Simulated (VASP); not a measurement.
# Ge4H in VASP: notebook, part 2 of 2

VASP 6.6.1. The steps go on from the part before.

**4. Single point, PBE+D3(BJ)**

INCAR

```
ALGO = Normal ; DIPOL = 0.5 0.5 0.336
EDIFF = 1E-7 ; ENCUT = 520
GGA = PE ; IDIPOL = 3
ISIF = 2 ; ISMEAR = 0
IVDW = 12 ; LASPH = True
LCHARG = True ; LDIPOL = True
LELF = True ; LREAL = False
LVACPOTAV = True ; LVHAR = True
LWAVE = False ; NBANDS = 36
NELM = 100 ; PREC = Accurate
SIGMA = 0.1
```

KPOINTS

```
k-points
0
Gamma
  7 7 1
```

POSCAR

```
Ge4H
1.0
    4.0303587907      0.0000000000      0.0000000000
    0.0000000000      4.0303587907      0.0000000000
    0.0000000000      0.0000000000     21.6416627718
Ge H
4 1
Direct
    0.0000000000      0.5000000000      0.1848286817
    0.0000000000      0.0000000000      0.2506714513
    0.5000000000      0.0000000000      0.3196569899
    0.5000000000      0.5000000000      0.3854446333
    0.8750000000      0.8750000000      0.5379282957
```

Potentials or basis: VASP PAW PBE potentials, release 64 (Ge_d, H).

The run is started by

```console
$ cat potpaw_PBE.64/Ge_d/POTCAR potpaw_PBE.64/H/POTCAR > POTCAR
$ mpirun -np 1 vasp_std > vasp.out
```

OUTCAR:

```text
EDIFF = 1E-7
   ENCUT = 520
   GGA = PE
   ISIF = 2
   ISMEAR = 0
   IVDW = 12
   LASPH = True
   LREAL = False
   NELM = 100
   PREC = Accurate
 IVDW          = 12

 ion  position               nearest neighbor table
   1  0.000  0.500  0.185-   2 2.47   2 2.47
   2  0.000  0.000  0.251-   1 2.47   1 2.47   3 2.51   3 2.51
   3  0.500  0.000  0.320-   4 2.47   4 2.47   2 2.51   2 2.51
   4  0.500  0.500  0.385-   3 2.47   3 2.47
   5  0.875  0.875  0.538-

  LATTYP: Found a simple tetragonal cell.
 ALAT       =     4.0303587907
 C/A-ratio  =     5.3696615849

  Lattice vectors:

 A1 = (   4.0303587907,   0.0000000000,   0.0000000000)
 A2 = (   0.0000000000,   4.0303587907,   0.0000000000)
 A3 = (   0.0000000000,   0.0000000000,  21.6416627718)

Analysis of symmetry for initial positions (statically):
=====================================================================
 Subroutine PRICEL returns:
 Original cell was already a primitive cell.

 Routine SETGRP: Setting up the symmetry group for a
 simple tetragonal supercell.
[... 180 lines left out ...]
 cond. band min:      -2.9618146528   @ k =   0.1429   0.2857   0.0000
 fundamental gap:      0.0580615597
 Fermi energy:        -2.9924078856

 k-point     1 :       0.0000    0.0000    0.0000
  band No.  band energies     occupation
      1     -27.3965      2.00000
      2     -27.3547      2.00000
      3     -27.3266      2.00000
      4     -27.3215      2.00000
      5     -27.2804      2.00000
      6     -27.2587      2.00000
[... 925 lines left out ...]
     35       1.9952      0.00000
     36       3.2356      0.00000

 [... further k-points ...]

------------------------ aborting loop because EDIFF is reached ----------------------------------------

 Edisp (eV)   -0.87949

 E8    (eV) :    -0.4062

  FORCE on cell =-STRESS in cart. coord.  units (eV):
  Direction    XX          YY          ZZ          XY          YZ          ZX
  --------------------------------------------------------------------------------------
  -------------------------------------------------------------------------------------
  Total      -2.66321    -0.47764    -0.93514    -0.06148    -0.31469    -0.10855
  in kB     -12.13772    -2.17690    -4.26195    -0.28021    -1.43420    -0.49473
  external pressure =       -6.19 kB  Pullay stress =        0.00 kB

 VOLUME and BASIS-vectors are now :
 -----------------------------------------------------------------------------
  energy-cutoff  :      520.00
  volume of cell :      351.54
      direct lattice vectors                 reciprocal lattice vectors
     4.030358791  0.000000000  0.000000000     0.248116868  0.000000000  0.000000000
     0.000000000  4.030358791  0.000000000     0.000000000  0.248116868  0.000000000
     0.000000000  0.000000000 21.641662772     0.000000000  0.000000000  0.046207170

 POSITION                                       TOTAL-FORCE (eV/Angst)
 -----------------------------------------------------------------------------------
      0.00000      2.01518      4.00000        -0.018084      0.004675     -0.070848
      0.00000      0.00000      5.42495         0.028178      0.020025      0.098049
      2.01518      0.00000      6.91791        -0.006871     -0.037717      0.001332
      2.01518      2.01518      8.34166         0.031511      0.100773      0.248230
      3.52656      3.52656     11.64166        -0.034735     -0.087756     -0.276763
 -----------------------------------------------------------------------------------
    total drift:                               -0.000017     -0.000006     -0.000958

  FREE ENERGIE OF THE ION-ELECTRON SYSTEM (eV)
  ---------------------------------------------------
  free  energy   TOTEN  =       -16.6600822479 eV

  energy  without entropy=      -16.6290151607  energy(sigma->0) =      -16.64454870

 vacuum level on the upper side and lower side of the slab         3.569         1.937
```

OSZICAR:

```text
N       E                     dE             d eps       ncg     rms          rms(c)
DAV:   1     0.446319146735E+03    0.44632E+03   -0.29616E+04  2172   0.232E+03
DAV:   2     0.500475705353E+02   -0.39627E+03   -0.38997E+03  2192   0.550E+02
DAV:   3    -0.133945880281E+02   -0.63442E+02   -0.63131E+02  2516   0.178E+02
[... 21 lines left out ...]
DAV:  25    -0.157805879678E+02   -0.54393E-06   -0.10418E-07  1300   0.257E-03    0.910E-04
DAV:  26    -0.157805882465E+02   -0.27870E-06   -0.10321E-07  1320   0.144E-03    0.195E-04
DAV:  27    -0.157805883751E+02   -0.12857E-06   -0.63330E-09  1204   0.267E-03    0.137E-04
DAV:  28    -0.157805884988E+02   -0.12369E-06   -0.19966E-08  1228   0.789E-04    0.327E-04
DAV:  29    -0.157805885414E+02   -0.42694E-07   -0.29530E-09  1148   0.936E-04
   1 F= -.16660082E+02 E0= -.16644549E+02  d E =-.310671E-01
```

Wall time 6.4 min (1 thread of AMD EPYC 7R13 (Zen 3), shared host); peak memory 0.51 GiB.

Results:

| Item | Value |
| --- | --- |
| Free energy | -16.6601 eV |
| Largest force | 0.292 eV/Å |
| Band gap on the k mesh | zero (an odd number of electrons rules out a gap without spin polarisation) |
| Dispersion energy per atom | -0.176 eV |

Forces in eV/Å, atoms in the order of the input:
```
Ge  -0.018  0.005 -0.071
Ge   0.028  0.020  0.098
Ge  -0.007 -0.038  0.001
Ge   0.032  0.101  0.248
H   -0.035 -0.088 -0.277
```

**5. Single point, PBE+D3(BJ)**

INCAR

```
PREC = Accurate
ENCUT = 520
EDIFF = 1E-6
ISMEAR = 0
SIGMA = 0.1
LREAL = F
LASPH = T
NELM = 60
ALGO = Normal
ISIF = 2
LWAVE = F
LCHARG = F
LDIPOL = T
IDIPOL = 3
DIPOL = 0.5 0.5 0.336
GGA = PE
IVDW = 12
NBANDS = 36
```

KPOINTS

```
regular mesh
0
Gamma
  7 7 1
```

POSCAR, as its differences from that of step 4:

```diff
@@ -12,2 +12,2 @@
     0.5000000000      0.5000000000      0.3854446333
-    0.8750000000      0.8750000000      0.5379282957
+    0.7500000000      0.7500000000      0.5379282957
```

The run is started by

```console
$ cat potpaw_PBE.64/Ge_d/POTCAR potpaw_PBE.64/H/POTCAR > POTCAR
$ mpirun -np 1 vasp_std > vasp.out
```

Run time: 15 min. Hardware: 1 thread of Intel Xeon 8259CL, shared host; peak memory 0.54 GiB.

Results (log left out):

| Property | Result |
| --- | --- |
| Free energy | -16.7504 eV |
| Largest force | 0.492 eV/Å |
| Band gap on the k mesh | zero (an odd number of electrons rules out a gap without spin polarisation) |
| Dispersion energy per atom | -0.176 eV |

Forces on the atoms (eV/Å):
```
Ge  -0.034  0.010 -0.096
Ge   0.047  0.031  0.125
Ge  -0.002 -0.062  0.042
Ge   0.068  0.167  0.392
H   -0.079 -0.146 -0.463
```

Levels at points of the mesh, in eV from the Fermi level:
```tsv
k point	band 26	band 27	band 28	band 29	band 30	band 31
(0.00, 0.00, 0.00)	-1.48	-0.53	-0.32	0.78	1.31	1.94
```

**6. Single point, PBE+D3(BJ)**

INCAR

```
SYSTEM = Ge4H
PREC     = Accurate       ! precision mode
ENCUT    = 520            ! plane-wave cutoff, eV
EDIFF    = 1E-7           ! SCF threshold, eV
ISMEAR   = 0              ! smearing method
SIGMA    = 0.1            ! smearing width, eV
LREAL    = .FALSE.        ! projectors in reciprocal space
LASPH    = .TRUE.         ! aspherical terms in the spheres
NELM     = 100            ! most SCF steps
ALGO     = Normal         ! electronic algorithm
ISIF     = 2              ! what is computed and relaxed
LWAVE    = .FALSE.        ! write WAVECAR
LCHARG   = .FALSE.        ! write CHGCAR
LDIPOL   = .TRUE.       
IDIPOL   = 3            
DIPOL    = 0.5 0.5 0.336
GGA      = PE             ! functional
IVDW     = 12             ! dispersion correction
NBANDS   = 36             ! bands
```

KPOINTS

```
regular mesh
0
G
  7 7 1
  0 0 0
```

POSCAR, as its differences from that of step 5:

```diff
@@ -12,2 +12,2 @@
     0.5000000000      0.5000000000      0.3854446333
-    0.7500000000      0.7500000000      0.5379282957
+    0.6250000000      0.7500000000      0.5379282957
```

Potentials or basis: VASP PAW PBE potentials, release 64 (Ge_d, H).

The run is started by

```console
$ cat potpaw_PBE.64/Ge_d/POTCAR potpaw_PBE.64/H/POTCAR > POTCAR
$ mpirun -np 1 vasp_std > vasp.out
```

Wall time 17 min (1 thread of Intel Xeon 8259CL, shared host); peak memory 0.54 GiB.

The run converged. Its results:

* Free energy: -16.7866 eV
* Largest force: 0.569 eV/Å
* Band gap on the k mesh: zero (an odd number of electrons rules out a gap without spin polarisation)
* Dispersion energy per atom: -0.176 eV

Forces on the atoms (eV/Å):
```
Ge  -0.022  0.014 -0.105
Ge   0.033  0.035  0.125
Ge  -0.001 -0.075  0.067
Ge   0.047  0.201  0.452
H   -0.057 -0.175 -0.539
```

Levels at points of the mesh, in eV from the Fermi level:
```tsv
k point	band 25	band 26	band 27	band 28	band 29	band 30	band 31	band 32
(0.00, 0.00, 0.00)	-1.73	-1.49	-0.56	-0.33	0.79	1.30	1.93	2.08
```

**7. The runs side by side**

```csv
cell,gap on the mesh (eV),largest force (eV/Å)
"as given, atomic positions A",none,0.39
"as given, atomic positions B",none,0.50
"as given, atomic positions C",none,0.29
"as given, atomic positions D",none,0.49
"as given, atomic positions E",none,0.57
```

Alike in all rows: task single point; level PBE+D3(BJ); potentials or basis VASP PAW PBE potentials, release 64 (Ge_d, H); no spin polarisation; k mesh 7 × 7 × 1; cutoff (eV) 520; smearing gaussian 0.1 eV.

Total energies depend on the potentials used, so only differences within one code and one set of settings carry meaning.
